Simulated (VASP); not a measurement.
ZnS: vibrations by perturbation theory with PBE

ZnS:

```xyz
2
Lattice="0.0000 2.7212 2.7212 2.7212 0.0000 2.7212 2.7212 2.7212 0.0000" Properties=species:S:1:pos:R:3 pbc="T T T"
Zn    0.0000    0.0000    0.0000
S     1.3606    1.3606    1.3606
```

```json
{"Program": "VASP 6.6.1", "Task": "vibrations by perturbation theory", "Functional": "PBE", "Potentials or basis": "VASP PAW PBE potentials, release 64 (Zn, S)", "Cutoff": "520 eV", "k mesh": "8 × 8 × 8", "Occupations": "gaussian, width 0.01 eV", "Spin": "no spin polarisation", "Dipole correction": "no", "Further INCAR settings": "ALGO = Normal; EDIFF = 1e-08; NBANDS = 16; IBRION = 8; NSW = 1"}
```

```
Electronic dielectric tensor (diagonal)                 : 6.02
Born charges (mean of the diagonal)                     : Zn +2.04; S -2.04 e
Highest phonon frequency at Γ, LO-TO splitting left out : 261 cm⁻¹
```

Phonon frequencies in cm⁻¹ (negative: imaginary):
```csv
q point,frequencies
"(0.000, 0.000, 0.000)",0 0 0 261 261 261
```

Electronic dielectric tensor:
```
6.02 0.00 0.00
0.00 6.02 0.00
0.00 0.00 6.02
```

Born effective charge tensors (e):
atom 1, Zn
```
2.04 0.00 0.00
0.00 2.04 0.00
0.00 0.00 2.04
```
atom 2, S
```
-2.04  0.00  0.00
 0.00 -2.04  0.00
 0.00  0.00 -2.04
```

Run time: 6.8 min on 1 thread of Intel(R) Xeon(R) Platinum 8488C (Sapphire Rapids) (shared host), peak memory 0.3 GiB.
